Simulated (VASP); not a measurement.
CuAu, 2 atoms in the cell. It takes space group P4/mmm (No. 123, tetragonal). The conventional cell has a = 2.811 Å, b = 2.811 Å, c = 3.685 Å, α = 90.00°, β = 90.00°, γ = 90.00°. Within 3.6 Å of Au (site symmetry 4/mmm) lie 8 Cu at 2.71 Å and 4 Au at 2.81 Å. Cu (site symmetry 4/mmm) has 8 Au at 2.71 Å and 4 Cu at 2.81 Å within 3.6 Å. 

- Program: VASP 6.6.1
- Task: single point
- Functional: r2SCAN
- Potentials or basis: VASP PAW PBE potentials, release 64 (Au, Cu)
- Cutoff: 520 eV
- k mesh: 9 × 9 × 7
- Occupations: fermi-dirac, width 0.05 eV
- Spin: no spin polarisation
- Dipole correction: no
- Further INCAR settings: ALGO = Normal; EDIFF = 1e-06; NBANDS = 18

Potentials or basis: VASP PAW PBE potentials, release 64 (Au, Cu).

Command:

```bash
$ cat potpaw_PBE.64/Au/POTCAR potpaw_PBE.64/Cu/POTCAR > POTCAR
$ cp INCAR.step1 INCAR
$ mpirun -np 1 vasp_std > vasp.out
$ cp INCAR.step2 INCAR
$ mpirun -np 1 vasp_std > vasp.out
```

Hardware: 1 thread of Intel(R) Xeon(R) Platinum 8488C (Sapphire Rapids), with other jobs on the host.

**Question.** Estimate the wall time of this run.

**Answer.** Wall time 67 s on 1 thread of Intel(R) Xeon(R) Platinum 8488C (Sapphire Rapids), on a shared host, peak memory 0.17 GiB. Counts: k points 60.
